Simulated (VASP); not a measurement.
# Au (Fm-3m) in VASP: a series of runs, part 2 of 2

VASP 6.6.1.

### Step 3. Single point, PBEsol (volume scaled by 1.10)

INCAR

```
PREC = Accurate ; ENCUT = 520
EDIFF = 1E-7 ; ISMEAR = 0
SIGMA = 0.1 ; LREAL = False
LASPH = True ; NELM = 100
ALGO = Normal ; ISIF = 2
LWAVE = False ; LCHARG = False
GGA = PS ; NBANDS = 12
```

KPOINTS

```
Automatic mesh
0
Gamma
  18 18 18
```

POSCAR

```
Au
1.0
    0.0000000000      2.1077729960      2.1077729960
    2.1077729960      0.0000000000      2.1077729960
    2.1077729960      2.1077729960      0.0000000000
Au
1
Direct
    0.0000000000      0.0000000000      0.0000000000
```

Potentials or basis: VASP PAW PBE potentials, release 64 (Au).

The run is started by

```
$ cat potpaw_PBE.64/Au/POTCAR > POTCAR
$ mpirun -np 1 vasp_std > vasp.out
```

OUTCAR:

```text
PREC = Accurate
   ENCUT = 520
   EDIFF = 1E-7
   ISMEAR = 0
   LREAL = False
   LASPH = True
   NELM = 100
   ISIF = 2
   GGA = PS

 ion  position               nearest neighbor table
   1  0.000  0.000  0.000-

  LATTYP: Found a face centered cubic cell.
 ALAT       =     4.2155459920

  Lattice vectors:

 A1 = (   0.0000000000,   2.1077729960,   2.1077729960)
 A2 = (   2.1077729960,   0.0000000000,   2.1077729960)
 A3 = (   2.1077729960,   2.1077729960,   0.0000000000)

Analysis of symmetry for initial positions (statically):
=====================================================================
 Subroutine PRICEL returns:
 Original cell was already a primitive cell.

 Routine SETGRP: Setting up the symmetry group for a
 face centered cubic supercell.

 Subroutine GETGRP returns: Found 48 space group operations
 (whereof 48 operations were pure point group operations)
 out of a pool of 48 trial point group operations.

The static configuration has the point symmetry O_h .

Analysis of symmetry for dynamics (positions and initial velocities):
=====================================================================
 Subroutine PRICEL returns:
 Original cell was already a primitive cell.

 Routine SETGRP: Setting up the symmetry group for a
 face centered cubic supercell.

 Subroutine GETGRP returns: Found 48 space group operations
 (whereof 48 operations were pure point group operations)
 out of a pool of 48 trial point group operations.

The dynamic configuration has the point symmetry O_h .

 Subroutine INISYM returns: Found 48 space group operations
 (whereof 48 operations are pure point group operations),
 and found     1 'primitive' translations

----------------------------------------------------------------------------------------

                                     Primitive cell

  volume of cell :      18.7284

  direct lattice vectors                    reciprocal lattice vectors
     0.000000000  2.107772996  2.107772996    -0.237217196  0.237217196  0.237217196
     2.107772996  0.000000000  2.107772996     0.237217196 -0.237217196  0.237217196
     2.107772996  2.107772996  0.000000000     0.237217196  0.237217196 -0.237217196

  length of vectors
     2.980841157  2.980841157  2.980841157     0.410872236  0.410872236  0.410872236

  position of ions in fractional coordinates (direct lattice)
     0.000000000  0.000000000  0.000000000

  ion indices of the primitive-cell ions
   primitive index   ion index
                 1           1

----------------------------------------------------------------------------------------

 KPOINTS: Automatic mesh

Automatic generation of k-mesh.
 Grid dimensions read from file:
 generate k-points for:   18   18   18

 Generating k-lattice:

  Cartesian coordinates                     Fractional coordinates (reciprocal lattice)
    -0.013178733  0.013178733  0.013178733     0.055555556  0.000000000  0.000000000
     0.013178733 -0.013178733  0.013178733     0.000000000  0.055555556  0.000000000
     0.013178733  0.013178733 -0.013178733     0.000000000  0.000000000  0.055555556

  Length of vectors
     0.022826235  0.022826235  0.022826235

  Shift w.r.t. Gamma in fractional coordinates (k-lattice)
     0.000000000  0.000000000  0.000000000

 Subroutine IBZKPT returns following result:
 ===========================================

 Found    195 irreducible k-points:

 Following reciprocal coordinates:
            Coordinates               Weight
  0.000000  0.000000  0.000000      1.000000
  0.055556  0.000000  0.000000      8.000000
  0.111111  0.000000  0.000000      8.000000
  0.166667  0.000000  0.000000      8.000000
  0.222222  0.000000  0.000000      8.000000
  0.277778  0.000000  0.000000      8.000000
[... 16 lines left out ...]
 -0.277778  0.055556  0.000000     24.000000
 -0.222222  0.055556  0.000000     24.000000
 [... further k-points ...]
   k-points           NKPTS =    195   k-points in BZ     NKDIM =    195   number of bands    NBANDS=     12
   number of dos      NEDOS =    301   number of ions     NIONS =      1
   total plane-waves  NPLWV =  13824
   dimension x,y,z NGX =    24 NGY =   24 NGZ =   24
   dimension x,y,z NGXF=    48 NGYF=   48 NGZF=   48
   ions per type =               1
   NGX,Y,Z   is equivalent  to a cutoff of  13.39, 13.39, 13.39 a.u.
   NGXF,Y,Z  is equivalent  to a cutoff of  26.77, 26.77, 26.77 a.u.
 SYSTEM =  unknown system
   PREC   = accura    normal or accurate (medium, high low for compatibility)
   ISTART =      0    job   : 0-new  1-cont  2-samecut
   ICHARG =      2    charge: 1-file 2-atom 10-const
   ISPIN  =      1    spin polarized calculation?
   LNONCOLLINEAR =      F non collinear calculations
   LSORBIT =      F    spin-orbit coupling
   LASPH  =      T    aspherical Exc in radial PAW
   ENCUT  =  520.0 eV  38.22 Ry    6.18 a.u.   5.54  5.54  5.54*2*pi/ulx,y,z
   NELM   =    100;   NELMIN=  2; NELMDL= -5     # of ELM steps
   EDIFF  = 0.1E-06   stopping-criterion for ELM
   LREAL  =      F    real-space projection
   EDIFFG = 0.1E-05   stopping-criterion for IOM
   NSW    =      0    number of steps for IOM
   IBRION =     -1    ionic relax: 0-MD 1-quasi-New 2-CG
   NFREE  =      0    steps in history (QN), initial steepest desc. (CG)
   ISIF   =      2    stress and relaxation
   ISYM   =      2    0-nonsym 1-usesym 2-fastsym
   POTIM  = 0.5000    time-step for ionic-motion
   TEBEG  =    0.0;   TEEND  =   0.0 temperature during run
   PSTRESS=    0.0 pullay stress
   NELECT =      11.0000    total number of electrons
   NUPDOWN=      -1.0000    fix difference up-down
   EMIN   =  10.00;   EMAX   =-10.00  energy-range for DOS
   EFERMI =   0.00;   METHOD = LEGACY
   ISMEAR =     0;   SIGMA  =   0.10  broadening in eV -4-tet -1-fermi 0-gaus
   EFERMI_NEDOS =   21; number of points for ismear=-14 and -15
   IALGO  =     38    algorithm
   IMIX   =      4    mixing-type and parameters
     AMIX     =   0.40;   BMIX     =  1.00
     AMIX_MAG =   1.60;   BMIX_MAG =  1.00
  volume/ion in A,a.u.               =      18.73       126.39
  Fermi-wavevector in a.u.,A,eV,Ry     =   1.371003  2.590821 25.574198  1.879651
  Thomas-Fermi vector in A             =   2.496739
   LORBIT       =      0    0 simple, 1 ext, 2 COOP (PROOUT), +10 PAW based schemes
   GGA     = PS    functional components
   LHFCALC =     F    Hartree Fock is set to
   AEXX    =    0.0000 exact exchange contribution
   IVDW    =     0    specifies the selected vdW correction
   LEPSILON=     F    determine dielectric tensor
   LRPA    =     F    only Hartree local field effects (RPA)
 non-spin polarized calculation
 Gauss-broadening in eV      SIGMA  =   0.10
  energy-cutoff  :      520.00
  volume of cell :       18.73
 maximum number of plane-waves:       531
 NGX is ok and might be reduce to    24
   NGX = 11   NGY = 11   NGZ = 11

 number of electron      10.9999998 magnetization

 Free energy of the ion-electron system (eV)
  ---------------------------------------------------
  ext. energy  EPLUGINS =         0.00000000
  ---------------------------------------------------
  free energy    TOTEN  =        -3.84856934 eV

  energy without entropy =       -3.84730815  energy(sigma->0) =       -3.84793874

 E-fermi :   7.7059     XC(G=0): -12.3324

 val. band max:        7.6828174545   @ k =   0.5000   0.2778   0.1111
 cond. band min:       7.7481401619   @ k =   0.5000   0.1667   0.0556
 fundamental gap:      0.0653227074
 Fermi energy:         7.7059463631

 k-point     1 :       0.0000    0.0000    0.0000
  band No.  band energies     occupation
      1      -1.1779      2.00000
      2       3.5794      2.00000
      3       3.5794      2.00000
      4       3.5794      2.00000
      5       4.8736      2.00000
      6       4.8736      2.00000
      7      22.3630      0.00000
      8      25.8130      0.00000
      9      25.8130      0.00000
     10      25.8130      0.00000
     11      30.3937      0.00000
     12      34.1067      0.00000

 k-point     2 :       0.0556    0.0000    0.0000
  band No.  band energies     occupation
      1      -1.0788      2.00000
      2       3.5499      2.00000
      3       3.6118      2.00000
      4       3.6118      2.00000
      5       4.8597      2.00000
      6       4.8597      2.00000
      7      22.4624      0.00000
      8      25.0868      0.00000
      9      25.9107      0.00000
     10      25.9107      0.00000
     11      30.9153      0.00000
     12      32.9705      0.00000
[... 316 lines left out ...]
 k-point    24 :      -0.2222    0.0556    0.0000
  band No.  band energies     occupation
      1       0.4932      2.00000
      2       3.3652      2.00000
      3       3.8477      2.00000
      4       3.8777      2.00000
      5       4.8018      2.00000
      6       5.2097      2.00000
      7      18.6979      0.00000
      8      23.1284      0.00000
      9      25.3640      0.00000
     10      27.9254      0.00000
     11      27.9945      0.00000
     12      29.6968      0.00000

 [... further k-points ...]
[... 5 lines left out ...]
  --------------------------------------------------------------------------------------
  -------------------------------------------------------------------------------------
  Total       -1.5072135     -1.5072135     -1.5072135     -0.0000000      0.0000000     -0.0000000
  in kB     -128.9388663   -128.9388663   -128.9388663     -0.0000000      0.0000000     -0.0000000
  external PRESSURE =    -128.9388663 kB  Pullay stress =       0.0000000 kB

 VOLUME and BASIS-vectors are now :
 -----------------------------------------------------------------------------
  energy-cutoff  :      520.00
  volume of cell :       18.73
      direct lattice vectors                 reciprocal lattice vectors
     0.000000000  2.107772996  2.107772996    -0.237217196  0.237217196  0.237217196
     2.107772996  0.000000000  2.107772996     0.237217196 -0.237217196  0.237217196
     2.107772996  2.107772996  0.000000000     0.237217196  0.237217196 -0.237217196

 POSITION                                       TOTAL-FORCE (eV/Angst)
 -----------------------------------------------------------------------------------
      0.00000      0.00000      0.00000         0.000000      0.000000      0.000000
 -----------------------------------------------------------------------------------
    total drift:                               -0.000000      0.000000     -0.000000

  FREE ENERGIE OF THE ION-ELECTRON SYSTEM (eV)
  ---------------------------------------------------
  free  energy   TOTEN  =        -3.8485693392 eV

  energy  without entropy=       -3.8473081488  energy(sigma->0) =       -3.84793874
```

stdout:

```text
POSCAR found type information on POSCAR Au
 POSCAR found :  1 types and       1 ions
 scaLAPACK will be used
 -----------------------------------------------------------------------------
|                                                                             |
|                                                                             |
|     You enforced a specific xc type in the INCAR file but a different       |
|     I HOPE YOU KNOW WHAT YOU ARE DOING!                                     |
|                                                                             |
 -----------------------------------------------------------------------------

 LDA part: xc-table for (Slater+PW92), standard interpolation
 POSCAR, INCAR and KPOINTS ok, starting setup
 FFT: planning ... GRIDC
 FFT: planning ... GRID_SOFT
 FFT: planning ... GRID
 WAVECAR not read
 entering main loop
```

Run time: 91 s. Hardware: 1 thread of AMD EPYC 7R13, shared host; peak memory 0.14 GiB.

Results:

- Free energy: -3.8486 eV
- Pressure: -12.9 GPa

Caveat: the cell differs from its parent crystal (volume scaled by 1.10); the PAW data sets were made with another functional, which shifts forces and pressure a little; spin-orbit coupling is left out, which moves the levels of the heavy elements.

### Step 4. Single point, PBEsol

This run uses another cell than the first one, of 16.85 Å³/atom, 0.934 times its volume.

INCAR

```
PREC     = Accurate       # precision mode
ENCUT    = 500            # plane-wave cutoff, eV
EDIFF    = 1E-6           # SCF threshold, eV
ISMEAR   = 0              # smearing method
SIGMA    = 0.1            # smearing width, eV
LREAL    = False          # projectors in reciprocal space
LASPH    = True           # aspherical terms in the spheres
NELM     = 120            # most SCF steps
ALGO     = Normal         # electronic algorithm
ISIF     = 2              # what is computed and relaxed
LWAVE    = False          # write WAVECAR
LCHARG   = False          # write CHGCAR
GGA      = PS             # functional
NBANDS   = 12             # bands
GGA_COMPAT= False
```

KPOINTS

```
regular mesh
0
Gamma
  8 8 8
```

POSCAR

```
Au
1.0
    0.0000000000      2.0350000000      2.0350000000
    2.0350000000      0.0000000000      2.0350000000
    2.0350000000      2.0350000000      0.0000000000
Au
1
Direct
    0.0000000000      0.0000000000      0.0000000000
```

The run is started by

```
$ cat potpaw_PBE.64/Au/POTCAR > POTCAR
$ mpirun -np 1 vasp_std > vasp.out
```

Run time: 7.4 s. Hardware: 1 thread of AMD EPYC 9R45 (Zen 5), shared host; peak memory 0.11 GiB.

Results (log left out):

- Free energy: -3.8839 eV
- Pressure: 2.4 GPa

Levels at points of the mesh, in eV from the Fermi level:
```csv
k point,band 3,band 4,band 5,band 6,band 7,band 8,band 9,band 10
"(0.00, 0.00, 0.00)",-4.68,-4.68,-3.12,-3.12,14.53,18.59,18.59,18.59
"(0.50, 0.00, 0.00)",-4.72,-1.89,-1.89,-1.03,3.17,13.97,17.22,17.22
"(0.50, 0.50, 0.00)",-1.94,-1.57,-1.57,0.97,5.89,10.03,10.03,17.34
```

Caveat: the PAW data sets were made with another functional, which shifts forces and pressure a little; spin-orbit coupling is left out, which moves the levels of the heavy elements.

### Step 5. Summary

| cell | k mesh | cutoff (eV) | gap on the mesh (eV) | pressure (GPa) |
| --- | --- | --- | --- | --- |
| a = 2.944 Å, angles 60.0°, 1 atom | 18 × 18 × 18 | 520 | none | -8.9 |
| a = 2.981 Å, angles 60.0°, 1 atom | 18 × 18 × 18 | 520 | none | -12.9 |
| a = 2.878 Å, angles 60.0°, 1 atom | 8 × 8 × 8 | 500 | none | 2.4 |

Alike in all rows: task single point; level PBEsol; potentials or basis VASP PAW PBE potentials, release 64 (Au); no spin polarisation; smearing gaussian 0.1 eV.

Caveats: the PAW data sets were made with another functional, which shifts forces and pressure a little; spin-orbit coupling is left out, which moves the levels of the heavy elements.

Absolute energies hang on the potentials; compare differences alone.
